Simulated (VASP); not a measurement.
# SnSe2: single point with PBEsol

Crystal: SnSe2.

```
Sn Se
1.0
     3.81844    0.00000    0.00000
    -1.90922    3.30687    0.00000
     0.00000    0.00000    6.13709
Sn Se
1 2
Direct
  0.00000 0.00000 0.00000
  0.33333 0.66667 0.25853
  0.66667 0.33333 0.74147
```

```
Program                : VASP 6.6.1
Task                   : single point
Functional             : PBEsol
Potentials or basis    : VASP PAW PBE potentials, release 64 (Sn_d, Se)
Cutoff                 : 520 eV
k mesh                 : 12 × 12 × 4
Occupations            : fermi-dirac, width 0.02 eV
Spin                   : no spin polarisation
Dipole correction      : no
Further INCAR settings : ALGO = Normal; EDIFF = 1e-06; NBANDS = 20
```

| Property | Result |
| --- | --- |
| Pressure | 0.1 GPa |
| Largest force | 0.020 eV/Å |
| Band gap on the k mesh | 0.58 eV (least direct gap 0.96 eV) |

Forces in eV/Å, atoms in the order of the input:
```
Sn   0.000  0.000  0.000
Se   0.000  0.000  0.020
Se   0.000  0.000 -0.020
```

Levels at points of the mesh, in eV from the valence-band top:
```
           k point  band 9  band 10  band 11  band 12  band 13  band 14  band 15  band 16  band 17  band 18
(0.00, 0.00, 0.00)   -0.62    -0.62    -0.38    -0.38    -0.14     0.82     2.92     4.55     4.55     7.96
(0.50, 0.00, 0.00)   -4.42    -3.10    -2.57    -1.49    -0.31     1.09     3.55     5.09     5.09     6.79
(0.00, 0.00, 0.50)   -2.32    -0.74    -0.74    -0.18    -0.18     2.42     2.81     4.24     4.24     7.58
(0.50, 0.00, 0.50)   -4.96    -2.35    -2.07    -0.97    -0.80     0.61     3.93     4.54     5.64     6.03
```

Run time: 2.3 min on 1 thread of Intel Xeon 8259CL (shared host), peak memory 0.25 GiB.

Caveat: the PAW data sets were made with another functional, which shifts forces and pressure a little; spin-orbit coupling is left out, which moves the levels of the heavy elements; this functional lacks dispersion, which binds the layers, so the pressure and a relaxed spacing across them are unreliable. A k mesh can miss the band edges.
